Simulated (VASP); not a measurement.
The system is SiO2.

```
Si O
1.0
     4.27508    0.00000    0.00000
     0.00000    4.27508    0.00000
     0.00000    0.00000    2.72017
Si O
2 4
Cartesian
  0.0000 0.0000 0.0000
  2.1375 2.1375 1.3601
  3.4493 0.8258 1.3601
  1.3118 1.3118 0.0000
  0.8258 3.4493 1.3601
  2.9633 2.9633 0.0000
```

- Program: VASP 6.6.1
- Task: relaxation of cell and atoms
- Functional: rSCAN
- Potentials or basis: VASP PAW PBE potentials, release 64 (Si, O)
- Cutoff: 600 eV
- k mesh: 4 × 4 × 7
- Occupations: gaussian, width 0.03 eV
- Spin: no spin polarisation

At the start: pressure -19.1 GPa; volume 8.29 Å³/atom.

Question: Where does the relaxation end?

Answer: Over 11 steps the energy falls by 30.6 meV/atom and the volume is 7.75 Å³/atom (-6.4 %); space group P4_2/mnm (No. 136, to 0.1 Å) before and after.

The path:
```tsv
step	energy change (eV)	largest force (eV/Å)	pressure (GPa)	volume (Å³)
1	0.0000	0.3109	-19.06	49.71
2	0.2349	1.4181	35.53	42.95
3	-0.1892	0.2645	-0.96	46.85
4	-0.1893	0.2783	-0.53	46.80
5	-0.1967	0.0461	-0.06	46.54
6	-0.1967	0.0386	-0.08	46.55
7	-0.1975	0.0056	0.12	46.49
8	-0.1975	0.0002	0.10	46.50
9	-0.1837	0.0014	0.15	46.50
10	-0.1837	0.0076	-0.20	46.55
11	-0.1837	0.0023	0.01	46.52
```

Final structure:
```cif
data_structure
_symmetry_space_group_name_H-M 'P 1'
_symmetry_Int_Tables_number 1
_cell_length_a 4.1752
_cell_length_b 4.1752
_cell_length_c 2.6684
_cell_angle_alpha 90.000
_cell_angle_beta 90.000
_cell_angle_gamma 90.000
_cell_volume 46.52
loop_
_atom_site_label
_atom_site_type_symbol
_atom_site_fract_x
_atom_site_fract_y
_atom_site_fract_z
_atom_site_occupancy
Si1 Si 0.00000 0.00000 0.00000 1
Si2 Si 0.50000 0.50000 0.50000 1
O1 O 0.80591 0.19409 0.50000 1
O2 O 0.30591 0.30591 0.00000 1
O3 O 0.19409 0.80591 0.50000 1
O4 O 0.69409 0.69409 0.00000 1
```

Caveat: the PAW data sets were made with another functional, which shifts forces and pressure a little.
